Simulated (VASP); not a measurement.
LaNbO, 6 atoms in the cell. Symmetry: P4/nmm, No. 129, tetragonal system. The conventional cell has a = 3.605 Å, b = 3.605 Å, c = 8.425 Å, α = 90.00°, β = 90.00°, γ = 90.00°. La (site symmetry 4mm) has 5 O at 2.55 to 2.74 Å and 5 Nb at 3.40 to 3.41 Å and 8 La at 3.60 to 3.76 Å within 3.8 Å. Within 3.0 Å of Nb (site symmetry 4mm) lie 1 O at 2.28 Å and 4 Nb at 2.79 Å. O (site symmetry 4mm) has 1 Nb at 2.28 Å and 5 La at 2.55 to 2.74 Å within 3.0 Å. 

```yaml
Program: VASP 6.6.1
Task: relaxation of cell and atoms
Functional: PBE
Potentials_or_basis: VASP PAW PBE potentials, release 64 (La, Nb_sv, O)
Cutoff: 600 eV
k_mesh: 8 × 8 × 4
Occupations: gaussian, width 0.1 eV
Spin: no spin polarisation
Dipole_correction: no
Further_INCAR_settings: ALGO = Normal; EDIFF = 1e-07; IBRION = 2; EDIFFG = -0.001; NSW = 80; ISIF = 3
```

Potentials or basis: VASP PAW PBE potentials, release 64 (La, Nb_sv, O).

Command:

```sh
$ cat potpaw_PBE.64/La/POTCAR potpaw_PBE.64/Nb_sv/POTCAR potpaw_PBE.64/O/POTCAR > POTCAR
$ mpirun -np 1 vasp_std > vasp.out
```

Hardware: 1 thread of Intel Xeon 8259CL, on a shared host.

Task: Estimate the wall time of this run.

Result: It took 34 min on 1 thread of Intel Xeon 8259CL, with other jobs on the host, peak memory 0.41 GiB. Counts: scf iterations 94, k points 45, ion steps 13.
